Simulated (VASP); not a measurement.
# KCl (Sylvite) (Fm-3m) in VASP: notebook

The runs below take KCl (Sylvite) through relaxation of cell and atoms, with PBEsol, PBEsol+D3(BJ), PBEsol+D4.

Program: VASP 6.6.1. These are calculated values, not measurements. Logs are shortened: lines on timing, memory, paths and dates and some standing lists are left out, and cuts for length are marked.

### Step 1. The cell of the first run

It takes space group Fm-3m (No. 225, cubic). The conventional cell has a = 6.293 Å, b = 6.293 Å, c = 6.293 Å, α = 90.00°, β = 90.00°, γ = 90.00°. Within 4.1 Å of K (site symmetry m-3m) lie 6 Cl at 3.15 Å. Within 4.1 Å of Cl (site symmetry m-3m) lie 6 K at 3.15 Å.

### Step 2. Relaxation of cell and atoms, PBEsol

File INCAR:

```
SYSTEM = KCl
PREC = Accurate
ENCUT = 600
EDIFF = 1E-7
ISMEAR = -1
SIGMA = 0.05
LREAL = .FALSE.
LASPH = .TRUE.
NELM = 80
ALGO = Normal
ISIF = 3
LWAVE = .FALSE.
LCHARG = .FALSE.
GGA = PS
IBRION = 2
NSW = 60
EDIFFG = -0.01
```

File KPOINTS:

```
regular mesh
0
G
  7 7 7
  0 0 0
```

File POSCAR:

```
KCl
1.0
    0.0000000000      3.1464700000      3.1464700000
    3.1464700000      0.0000000000      3.1464700000
    3.1464700000      3.1464700000      0.0000000000
K Cl
1 1
Direct
    0.0000000000      0.0000000000      0.0000000000
    0.5000000000      0.5000000000      0.5000000000
```

Potentials or basis: VASP PAW PBE potentials, release 64 (K_sv, Cl).

Started as:

```bash
cat potpaw_PBE.64/K_sv/POTCAR potpaw_PBE.64/Cl/POTCAR > POTCAR
mpirun -np 1 vasp_std > vasp.out
```

OUTCAR:

```text
SYSTEM = KCl
   PREC = Accurate
   ENCUT = 600
   EDIFF = 1E-7
   ISMEAR = -1
   LREAL = .FALSE.
   LASPH = .TRUE.
   NELM = 80
   ISIF = 3
   GGA = PS
   IBRION = 2
   NSW = 60
   EDIFFG = -0.01

 ion  position               nearest neighbor table
   1  0.000  0.000  0.000-   2 3.15   2 3.15   2 3.15   2 3.15   2 3.15   2 3.15
   2  0.500  0.500  0.500-   1 3.15   1 3.15   1 3.15   1 3.15   1 3.15   1 3.15

  LATTYP: Found a face centered cubic cell.
 ALAT       =     6.2929400000

  Lattice vectors:

 A1 = (   0.0000000000,   3.1464700000,   3.1464700000)
 A2 = (   3.1464700000,   0.0000000000,   3.1464700000)
 A3 = (   3.1464700000,   3.1464700000,   0.0000000000)

Analysis of symmetry for initial positions (statically):
=====================================================================
 Subroutine PRICEL returns:
 Original cell was already a primitive cell.

 Routine SETGRP: Setting up the symmetry group for a
 face centered cubic supercell.

 Subroutine GETGRP returns: Found 48 space group operations
 (whereof 48 operations were pure point group operations)
 out of a pool of 48 trial point group operations.

The static configuration has the point symmetry O_h .

Analysis of symmetry for dynamics (positions and initial velocities):
=====================================================================
 Subroutine PRICEL returns:
 Original cell was already a primitive cell.

 Routine SETGRP: Setting up the symmetry group for a
 face centered cubic supercell.

 Subroutine GETGRP returns: Found 48 space group operations
 (whereof 48 operations were pure point group operations)
 out of a pool of 48 trial point group operations.

The dynamic configuration has the point symmetry O_h .

 Subroutine INISYM returns: Found 48 space group operations
 (whereof 48 operations are pure point group operations),
 and found     1 'primitive' translations

----------------------------------------------------------------------------------------

                                     Primitive cell

  volume of cell :      62.3018

  direct lattice vectors                    reciprocal lattice vectors
     0.000000000  3.146470000  3.146470000    -0.158908237  0.158908237  0.158908237
     3.146470000  0.000000000  3.146470000     0.158908237 -0.158908237  0.158908237
     3.146470000  3.146470000  0.000000000     0.158908237  0.158908237 -0.158908237

  length of vectors
     4.449780548  4.449780548  4.449780548     0.275237140  0.275237140  0.275237140

  position of ions in fractional coordinates (direct lattice)
     0.000000000  0.000000000  0.000000000
     0.500000000  0.500000000  0.500000000

  ion indices of the primitive-cell ions
   primitive index   ion index
                 1           1
                 2           2

----------------------------------------------------------------------------------------

 KPOINTS: regular mesh

Automatic generation of k-mesh.
 Grid dimensions read from file:
 generate k-points for:    7    7    7

 Generating k-lattice:

  Cartesian coordinates                     Fractional coordinates (reciprocal lattice)
    -0.022701177  0.022701177  0.022701177     0.142857143  0.000000000  0.000000000
     0.022701177 -0.022701177  0.022701177     0.000000000  0.142857143  0.000000000
     0.022701177  0.022701177 -0.022701177     0.000000000  0.000000000  0.142857143

  Length of vectors
     0.039319591  0.039319591  0.039319591

  Shift w.r.t. Gamma in fractional coordinates (k-lattice)
     0.000000000  0.000000000  0.000000000

 Subroutine IBZKPT returns following result:
 ===========================================

 Found     20 irreducible k-points:

 Following reciprocal coordinates:
            Coordinates               Weight
  0.000000  0.000000  0.000000      1.000000
  0.142857  0.000000  0.000000      8.000000
  0.285714  0.000000  0.000000      8.000000
  0.428571  0.000000  0.000000      8.000000
  0.142857  0.142857  0.000000      6.000000
  0.285714  0.142857  0.000000     24.000000
[... 12 lines left out ...]
 -0.428571  0.428571  0.142857     24.000000
 -0.285714  0.428571  0.142857     24.000000
   k-points           NKPTS =     20   k-points in BZ     NKDIM =     20   number of bands    NBANDS=     12
   number of dos      NEDOS =    301   number of ions     NIONS =      2
   total plane-waves  NPLWV =  46656
   dimension x,y,z NGX =    36 NGY =   36 NGZ =   36
   dimension x,y,z NGXF=    72 NGYF=   72 NGZF=   72
   ions per type =               1   1
   NGX,Y,Z   is equivalent  to a cutoff of  13.45, 13.45, 13.45 a.u.
   NGXF,Y,Z  is equivalent  to a cutoff of  26.90, 26.90, 26.90 a.u.
 SYSTEM =  KCl
   PREC   = accura    normal or accurate (medium, high low for compatibility)
   ISTART =      0    job   : 0-new  1-cont  2-samecut
   ICHARG =      2    charge: 1-file 2-atom 10-const
   ISPIN  =      1    spin polarized calculation?
   LNONCOLLINEAR =      F non collinear calculations
   LSORBIT =      F    spin-orbit coupling
   LASPH  =      T    aspherical Exc in radial PAW
   ENCUT  =  600.0 eV  44.10 Ry    6.64 a.u.   8.89  8.89  8.89*2*pi/ulx,y,z
   NELM   =     80;   NELMIN=  2; NELMDL= -5     # of ELM steps
   EDIFF  = 0.1E-06   stopping-criterion for ELM
   LREAL  =      F    real-space projection
   EDIFFG = -.1E-01   stopping-criterion for IOM
   NSW    =     60    number of steps for IOM
   IBRION =      2    ionic relax: 0-MD 1-quasi-New 2-CG
   NFREE  =      1    steps in history (QN), initial steepest desc. (CG)
   ISIF   =      3    stress and relaxation
   ISYM   =      2    0-nonsym 1-usesym 2-fastsym
   POTIM  = 0.5000    time-step for ionic-motion
   TEBEG  =    0.0;   TEEND  =   0.0 temperature during run
   PSTRESS=    0.0 pullay stress
   NELECT =      16.0000    total number of electrons
   NUPDOWN=      -1.0000    fix difference up-down
   EMIN   =  10.00;   EMAX   =-10.00  energy-range for DOS
   EFERMI =   0.00;   METHOD = LEGACY
   ISMEAR =    -1;   SIGMA  =   0.05  broadening in eV -4-tet -1-fermi 0-gaus
   EFERMI_NEDOS =   21; number of points for ismear=-14 and -15
   IALGO  =     38    algorithm
   IMIX   =      4    mixing-type and parameters
     AMIX     =   0.40;   BMIX     =  1.00
     AMIX_MAG =   1.60;   BMIX_MAG =  1.00
  volume/ion in A,a.u.               =      31.15       210.22
  Fermi-wavevector in a.u.,A,eV,Ry     =   1.040594  1.966437 14.732871  1.082835
  Thomas-Fermi vector in A             =   2.175177
   LORBIT       =      0    0 simple, 1 ext, 2 COOP (PROOUT), +10 PAW based schemes
   GGA     = PS    functional components
   LHFCALC =     F    Hartree Fock is set to
   AEXX    =    0.0000 exact exchange contribution
   IVDW    =     0    specifies the selected vdW correction
   LEPSILON=     F    determine dielectric tensor
   LRPA    =     F    only Hartree local field effects (RPA)
 conjugate gradient relaxation of ions
 non-spin polarized calculation
  energy-cutoff  :      600.00
  volume of cell :       62.30
 maximum number of plane-waves:      2102
   NGX = 17   NGY = 17   NGZ = 17

--------------------------------------- Ionic step        1  -------------------------------------------

 number of electron      16.0000001 magnetization

 Free energy of the ion-electron system (eV)
  ---------------------------------------------------
  ext. energy  EPLUGINS =         0.00000000
  ---------------------------------------------------
  free energy    TOTEN  =        -7.02212172 eV

  energy without entropy =       -7.02212172  energy(sigma->0) =       -7.02212172

------------------------ aborting loop because EDIFF is reached ----------------------------------------

  FORCE on cell =-STRESS in cart. coord.  units (eV):
  Direction    XX          YY          ZZ          XY          YZ          ZX
  --------------------------------------------------------------------------------------
  -------------------------------------------------------------------------------------
  Total       -0.1316355     -0.1316355     -0.1316355      0.0000000      0.0000000      0.0000000
  in kB       -3.3851895     -3.3851895     -3.3851895      0.0000000      0.0000000      0.0000000
  external PRESSURE =      -3.3851895 kB  Pullay stress =       0.0000000 kB

 VOLUME and BASIS-vectors are now :
 -----------------------------------------------------------------------------
  energy-cutoff  :      600.00
  volume of cell :       62.30
      direct lattice vectors                 reciprocal lattice vectors
     0.000000000  3.146470000  3.146470000    -0.158908237  0.158908237  0.158908237
     3.146470000  0.000000000  3.146470000     0.158908237 -0.158908237  0.158908237
     3.146470000  3.146470000  0.000000000     0.158908237  0.158908237 -0.158908237
[... 37 lines left out ...]
 POSITION                                       TOTAL-FORCE (eV/Angst)
 -----------------------------------------------------------------------------------
      3.13648      3.13648      0.00000        -0.000000     -0.000000     -0.000000
      3.13648      3.13648      3.13648         0.000000      0.000000      0.000000
 -----------------------------------------------------------------------------------
    total drift:                                0.000000      0.000000      0.000000

  FREE ENERGIE OF THE ION-ELECTRON SYSTEM (eV)
  ---------------------------------------------------
  free  energy   TOTEN  =        -7.0230760981 eV

  energy  without entropy=       -7.0230760981  energy(sigma->0) =       -7.02307610

--------------------------------------- Ionic step        3  -------------------------------------------

 number of electron      16.0000002 magnetization

 Free energy of the ion-electron system (eV)
  ---------------------------------------------------
  ext. energy  EPLUGINS =         0.00000000
  ---------------------------------------------------
  free energy    TOTEN  =        -7.02340273 eV

  energy without entropy =       -7.02340273  energy(sigma->0) =       -7.02340273

 E-fermi :  -0.7288     XC(G=0):  -7.7997

 val. band max:       -1.8327456134   @ k =   0.0000   0.0000   0.0000
 cond. band min:       3.2487277237   @ k =   0.0000   0.0000   0.0000
 fundamental gap:      5.0814733372
 Fermi energy:        -0.7287563093

 k-point     1 :       0.0000    0.0000    0.0000
  band No.  band energies     occupation
      1     -28.8327      2.00000
      2     -13.9452      2.00000
      3     -12.3600      2.00000
      4     -12.3600      2.00000
      5     -12.3600      2.00000
      6      -1.8327      2.00000
      7      -1.8327      2.00000
      8      -1.8327      2.00000
      9       3.2487      0.00000
     10       6.4682      0.00000
     11       6.4682      0.00000
     12       6.4682      0.00000

 k-point     2 :       0.1429    0.0000    0.0000
  band No.  band energies     occupation
      1     -28.8304      2.00000
      2     -13.9850      2.00000
      3     -12.3619      2.00000
      4     -12.3619      2.00000
      5     -12.3095      2.00000
      6      -2.0910      2.00000
      7      -1.9026      2.00000
      8      -1.9026      2.00000
      9       3.7438      0.00000
     10       6.3138      0.00000
     11       6.7301      0.00000
     12       6.7301      0.00000
[... 290 lines left out ...]
 POSITION                                       TOTAL-FORCE (eV/Angst)
 -----------------------------------------------------------------------------------
      0.00000      0.00000      0.00000        -0.000000     -0.000000     -0.000000
      3.12728      3.12728      3.12728         0.000000      0.000000      0.000000
 -----------------------------------------------------------------------------------
    total drift:                                0.000000      0.000000      0.000000

  FREE ENERGIE OF THE ION-ELECTRON SYSTEM (eV)
  ---------------------------------------------------
  free  energy   TOTEN  =        -7.0234027283 eV

  energy  without entropy=       -7.0234027283  energy(sigma->0) =       -7.02340273

 reached required accuracy - stopping structural energy minimisation
```

Run time: 23 s. Hardware: 1 thread of Intel Xeon 6975P-C (Granite Rapids), shared host; peak memory 0.22 GiB.

What came out:

```
Free energy                            : -7.0234 eV
Relaxed volume                         : 30.58 Å³/atom
Relaxed cell                           : a = 4.423 Å, b = 4.423 Å, c = 4.423 Å, α = 60.00°, β = 60.00°, γ = 60.00°
Space group after relaxing (to 0.05 Å) : Fm-3m (No. 225)
Energy gained by relaxing              : 0.6 meV/atom
Ionic steps                            : 3
Pressure after relaxing                : 0.0 GPa
Band gap on the k mesh                 : 5.08 eV, direct
```

The path:
```
step  energy change (eV)  largest force (eV/Å)  pressure (GPa)  volume (Å³)
   1              0.0000                0.0000           -0.34        62.30
   2             -0.0010                0.0000           -0.17        61.71
   3             -0.0013                0.0000           -0.02        61.17
```

Final structure:
```
CELL_PARAMETERS angstrom
0.00000 3.12728 3.12728
3.12728 0.00000 3.12728
3.12728 3.12728 0.00000
ATOMIC_POSITIONS crystal
K 0.00000 0.00000 0.00000
Cl 0.50000 0.50000 0.50000
```

Levels at points of the mesh, in eV from the valence-band top:
| k point | band 6 | band 7 | band 8 | band 9 | band 10 | band 11 |
| --- | --- | --- | --- | --- | --- | --- |
| (0.00, 0.00, 0.00) | 0.00 | 0.00 | 0.00 | 5.08 | 8.30 | 8.30 |

Caveat: the PAW data sets were made with another functional, which shifts forces and pressure a little. Expect the measured gap to be larger: semilocal functionals such as PBEsol lack the derivative discontinuity.

[end of part 1 of 2]
